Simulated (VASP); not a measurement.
# Ga (P-1) in VASP: relaxation of the atoms with PBEsol

Aim: the relaxation of the atoms of Ga with PBEsol.

Program: VASP 6.6.1. These are calculated values, not measurements. Logs are shortened: lines on timing, memory, paths and dates and some standing lists are left out, and cuts for length are marked.

## Step 1: The cell of the first run

The typed cell holds 2 atoms: a = 4.316 Å, b = 4.316 Å, c = 3.170 Å, α = 90.00°, β = 90.00°, γ = 140.74°.

## Step 2: Relaxation of the atoms, PBEsol

File INCAR:

```
SYSTEM = Ga
ALGO = Normal ; EDIFF = 1E-6
EDIFFG = -0.01 ; ENCUT = 520
GGA = PS ; IBRION = 2
ISIF = 2 ; ISMEAR = -1
LASPH = .True. ; LCHARG = .False.
LREAL = .False. ; LWAVE = .False.
NELM = 80 ; NSW = 100
PREC = Accurate ; SIGMA = 0.05
```

File KPOINTS:

```
k-points
0
Gamma
  8 8 7
  0 0 0
```

File POSCAR:

```
Ga
1.0
    1.4500000000     -4.0650000000      0.0000000000
    1.4500000000      4.0650000000      0.0000000000
    0.0000000000      0.0000000000      3.1700000000
Ga
2
Direct
    0.8883081600      0.1366960500      0.2473129000
    0.1329231900      0.8443459400      0.7483661700
```

Potentials or basis: VASP PAW PBE potentials, release 64 (Ga_d).

On the command line:

```bash
$ cat potpaw_PBE.64/Ga_d/POTCAR > POTCAR
$ mpirun -np 1 vasp_std > vasp.out
```

OUTCAR:

```text
SYSTEM = Ga
   EDIFF = 1E-6
   EDIFFG = -0.01
   ENCUT = 520
   GGA = PS
   IBRION = 2
   ISIF = 2
   ISMEAR = -1
   LASPH = .True.
   LREAL = .False.
   NELM = 80
   NSW = 100
   PREC = Accurate

 ion  position               nearest neighbor table
   1  0.888  0.137  0.247-   2 2.70   2 2.70   2 2.82   2 2.82   2 2.89   2 2.89
   2  0.133  0.844  0.748-   1 2.70   1 2.70   1 2.82   1 2.82   1 2.89   1 2.89

  LATTYP: Found a base centered orthorhombic cell.
 ALAT       =     2.9000000000
 B/A-ratio  =     2.8034482759
 C/A-ratio  =     1.0931034483

  Lattice vectors:

 A1 = (   1.4500000000,  -4.0650000000,   0.0000000000)
 A2 = (   1.4500000000,   4.0650000000,   0.0000000000)
 A3 = (   0.0000000000,   0.0000000000,   3.1700000000)

Analysis of symmetry for initial positions (statically):
=====================================================================
 Subroutine PRICEL returns:
 Original cell was already a primitive cell.

 Routine SETGRP: Setting up the symmetry group for a
 base centered orthorhombic supercell.

 Subroutine GETGRP returns: Found  2 space group operations
 (whereof  1 operations were pure point group operations)
 out of a pool of  8 trial point group operations.

The static configuration has the point symmetry C_1 .
 The point group associated with its full space group is S_2 .

Analysis of symmetry for dynamics (positions and initial velocities):
=====================================================================
 Subroutine PRICEL returns:
 Original cell was already a primitive cell.

 Routine SETGRP: Setting up the symmetry group for a
 base centered orthorhombic supercell.

 Subroutine GETGRP returns: Found  2 space group operations
 (whereof  1 operations were pure point group operations)
 out of a pool of  8 trial point group operations.

The dynamic configuration has the point symmetry C_1 .
 The point group associated with its full space group is S_2 .

 Subroutine INISYM returns: Found  2 space group operations
 (whereof  1 operations are pure point group operations),
 and found     1 'primitive' translations

----------------------------------------------------------------------------------------

                                     Primitive cell

  volume of cell :      37.3695

  direct lattice vectors                    reciprocal lattice vectors
     1.450000000 -4.065000000  0.000000000     0.344827586 -0.123001230  0.000000000
     1.450000000  4.065000000  0.000000000     0.344827586  0.123001230  0.000000000
     0.000000000  0.000000000  3.170000000     0.000000000  0.000000000  0.315457413

  length of vectors
     4.315868974  4.315868974  3.170000000     0.366108409  0.366108409  0.315457413

  position of ions in fractional coordinates (direct lattice)
     0.888308160  0.136696050  0.247312900
     0.132923190  0.844345940  0.748366170

  ion indices of the primitive-cell ions
   primitive index   ion index
                 1           1
                 2           2

----------------------------------------------------------------------------------------

 KPOINTS: k-points

Automatic generation of k-mesh.
 Grid dimensions read from file:
 generate k-points for:    8    8    7

 Generating k-lattice:

  Cartesian coordinates                     Fractional coordinates (reciprocal lattice)
     0.043103448 -0.015375154  0.000000000     0.125000000  0.000000000  0.000000000
     0.043103448  0.015375154  0.000000000     0.000000000  0.125000000  0.000000000
     0.000000000  0.000000000  0.045065345     0.000000000  0.000000000  0.142857143

  Length of vectors
     0.045763551  0.045763551  0.045065345

  Shift w.r.t. Gamma in fractional coordinates (k-lattice)
     0.000000000  0.000000000  0.000000000

 Subroutine IBZKPT returns following result:
 ===========================================

 Found    226 irreducible k-points:

 Following reciprocal coordinates:
            Coordinates               Weight
  0.000000  0.000000  0.000000      1.000000
  0.125000 -0.000000  0.000000      2.000000
 -0.000000  0.125000  0.000000      2.000000
  0.250000 -0.000000  0.000000      2.000000
 -0.000000  0.250000  0.000000      2.000000
  0.375000 -0.000000  0.000000      2.000000
[... 16 lines left out ...]
  0.375000  0.250000  0.000000      2.000000
  0.250000  0.375000  0.000000      2.000000
 [... further k-points ...]
   k-points           NKPTS =    226   k-points in BZ     NKDIM =    226   number of bands    NBANDS=     17
   number of dos      NEDOS =    301   number of ions     NIONS =      2
   total plane-waves  NPLWV =  24576
   dimension x,y,z NGX =    32 NGY =   32 NGZ =   24
   dimension x,y,z NGXF=    64 NGYF=   64 NGZF=   48
   ions per type =               2
   NGX,Y,Z   is equivalent  to a cutoff of  12.33, 12.33, 12.59 a.u.
   NGXF,Y,Z  is equivalent  to a cutoff of  24.65, 24.65, 25.17 a.u.
 SYSTEM =  Ga
   PREC   = accura    normal or accurate (medium, high low for compatibility)
   ISTART =      0    job   : 0-new  1-cont  2-samecut
   ICHARG =      2    charge: 1-file 2-atom 10-const
   ISPIN  =      1    spin polarized calculation?
   LNONCOLLINEAR =      F non collinear calculations
   LSORBIT =      F    spin-orbit coupling
   LASPH  =      T    aspherical Exc in radial PAW
   ENCUT  =  520.0 eV  38.22 Ry    6.18 a.u.   8.02  8.02  5.89*2*pi/ulx,y,z
   NELM   =     80;   NELMIN=  2; NELMDL= -5     # of ELM steps
   EDIFF  = 0.1E-05   stopping-criterion for ELM
   LREAL  =      F    real-space projection
   EDIFFG = -.1E-01   stopping-criterion for IOM
   NSW    =    100    number of steps for IOM
   IBRION =      2    ionic relax: 0-MD 1-quasi-New 2-CG
   NFREE  =      1    steps in history (QN), initial steepest desc. (CG)
   ISIF   =      2    stress and relaxation
   ISYM   =      2    0-nonsym 1-usesym 2-fastsym
   POTIM  = 0.5000    time-step for ionic-motion
   TEBEG  =    0.0;   TEEND  =   0.0 temperature during run
   PSTRESS=    0.0 pullay stress
   NELECT =      26.0000    total number of electrons
   NUPDOWN=      -1.0000    fix difference up-down
   EMIN   =  10.00;   EMAX   =-10.00  energy-range for DOS
   EFERMI =   0.00;   METHOD = LEGACY
   ISMEAR =    -1;   SIGMA  =   0.05  broadening in eV -4-tet -1-fermi 0-gaus
   EFERMI_NEDOS =   21; number of points for ismear=-14 and -15
   IALGO  =     38    algorithm
   IMIX   =      4    mixing-type and parameters
     AMIX     =   0.40;   BMIX     =  1.00
     AMIX_MAG =   1.60;   BMIX_MAG =  1.00
  volume/ion in A,a.u.               =      18.68       126.09
  Fermi-wavevector in a.u.,A,eV,Ry     =   1.450641  2.741314 28.631555  2.104360
  Thomas-Fermi vector in A             =   2.568230
   LORBIT       =      0    0 simple, 1 ext, 2 COOP (PROOUT), +10 PAW based schemes
   GGA     = PS    functional components
   LHFCALC =     F    Hartree Fock is set to
   AEXX    =    0.0000 exact exchange contribution
   IVDW    =     0    specifies the selected vdW correction
   LEPSILON=     F    determine dielectric tensor
   LRPA    =     F    only Hartree local field effects (RPA)
 conjugate gradient relaxation of ions
 non-spin polarized calculation
  energy-cutoff  :      520.00
  volume of cell :       37.37
 maximum number of plane-waves:      1030
   NGX = 17   NGY = 17   NGZ = 11

--------------------------------------- Ionic step        1  -------------------------------------------

 number of electron      25.9999992 magnetization

 Free energy of the ion-electron system (eV)
  ---------------------------------------------------
  ext. energy  EPLUGINS =         0.00000000
  ---------------------------------------------------
  free energy    TOTEN  =        -6.64610014 eV

  energy without entropy =       -6.63824781  energy(sigma->0) =       -6.64217397

------------------------ aborting loop because EDIFF is reached ----------------------------------------

  FORCE on cell =-STRESS in cart. coord.  units (eV):
  Direction    XX          YY          ZZ          XY          YZ          ZX
  --------------------------------------------------------------------------------------
  -------------------------------------------------------------------------------------
  Total       -0.5289974     -0.2355067     -0.6327446      0.0559496      0.0007440     -0.0005107
  in kB      -22.6801717    -10.0970870    -27.1282131      2.3987761      0.0318986     -0.0218963
  external PRESSURE =     -19.9684906 kB  Pullay stress =       0.0000000 kB
[... 237 lines left out ...]
  energy  without entropy=       -6.6410295402  energy(sigma->0) =       -6.64489178

--------------------------------------- Ionic step        8  -------------------------------------------

 number of electron      25.9999995 magnetization

 Free energy of the ion-electron system (eV)
  ---------------------------------------------------
  ext. energy  EPLUGINS =         0.00000000
  ---------------------------------------------------
  free energy    TOTEN  =        -6.64876160 eV

  energy without entropy =       -6.64103578  energy(sigma->0) =       -6.64489869

 E-fermi :   5.5772     XC(G=0): -11.1558

 val. band max:        5.5742137445   @ k =  -0.0000   0.3750  -0.2857
 cond. band min:       5.5778034915   @ k =   0.5000  -0.0000   0.2857
 fundamental gap:      0.0035897470
 Fermi energy:         5.5771956252

 k-point     1 :       0.0000    0.0000    0.0000
  band No.  band energies     occupation
      1      -9.6442      2.00000
      2      -9.6075      2.00000
      3      -9.5405      2.00000
      4      -9.5276      2.00000
      5      -9.3504      2.00000
      6      -9.3359      2.00000
[... 9 lines left out ...]
     16      13.1390      0.00000
     17      14.4232      0.00000
[... 443 lines left out ...]
      1      -9.5649      2.00000
      2      -9.5411      2.00000
      3      -9.4935      2.00000
      4      -9.4283      2.00000
      5      -9.4017      2.00000
      6      -9.3868      2.00000
[... 9 lines left out ...]
     16      12.4618      0.00000
     17      13.4596      0.00000

 [... further k-points ...]

------------------------ aborting loop because EDIFF is reached ----------------------------------------

  FORCE on cell =-STRESS in cart. coord.  units (eV):
  Direction    XX          YY          ZZ          XY          YZ          ZX
  --------------------------------------------------------------------------------------
  -------------------------------------------------------------------------------------
  Total       -0.3687096     -0.2824452     -0.6912165     -0.0017542      0.0011300     -0.0001582
  in kB      -15.8080087    -12.1095197    -29.6351342     -0.0752073      0.0484482     -0.0067831
  external PRESSURE =     -19.1842209 kB  Pullay stress =       0.0000000 kB
[... 17 lines left out ...]
  FREE ENERGIE OF THE ION-ELECTRON SYSTEM (eV)
  ---------------------------------------------------
  free  energy   TOTEN  =        -6.6487616049 eV

  energy  without entropy=       -6.6410357775  energy(sigma->0) =       -6.64489869

 reached required accuracy - stopping structural energy minimisation
```

Wall time 6.2 min (1 thread of Oxide Virtual Turin-like, shared host); peak memory 0.22 GiB.

Results:

- Free energy: -6.6488 eV
- Energy gained by relaxing: 1.3 meV/atom
- Ionic steps: 8
- Pressure after relaxing: -1.9 GPa
- Largest force after relaxing: 0.010 eV/Å
- Band gap on the k mesh: zero (bands 13 and 14 overlap by 8.10 eV)

Forces on the atoms (eV/Å):
```
Ga  -0.001 -0.008 -0.006
Ga   0.001  0.008  0.006
```

Step by step:
| step | energy change (eV) | largest force (eV/Å) | pressure (GPa) |
| --- | --- | --- | --- |
| 1 | 0.0000 | 0.1294 | -2.00 |
| 2 | -0.0013 | 0.0744 | -1.93 |
| 3 | -0.0019 | 0.0252 | -1.84 |
| 4 | -0.0019 | 0.0228 | -1.86 |
| 5 | -0.0022 | 0.0207 | -1.88 |
| 6 | -0.0025 | 0.0142 | -1.89 |
| 7 | -0.0027 | 0.0112 | -1.67 |
| 8 | -0.0027 | 0.0099 | -1.92 |

Final structure:
```
Ga
1.0
     1.45000   -4.06500    0.00000
     1.45000    4.06500    0.00000
     0.00000    0.00000    3.17000
Ga
2
Direct
  0.87479 0.12706 0.24864
  0.14644 0.85398 0.74704
```

Caveat: the PAW data sets were made with another functional, which shifts forces and pressure a little.
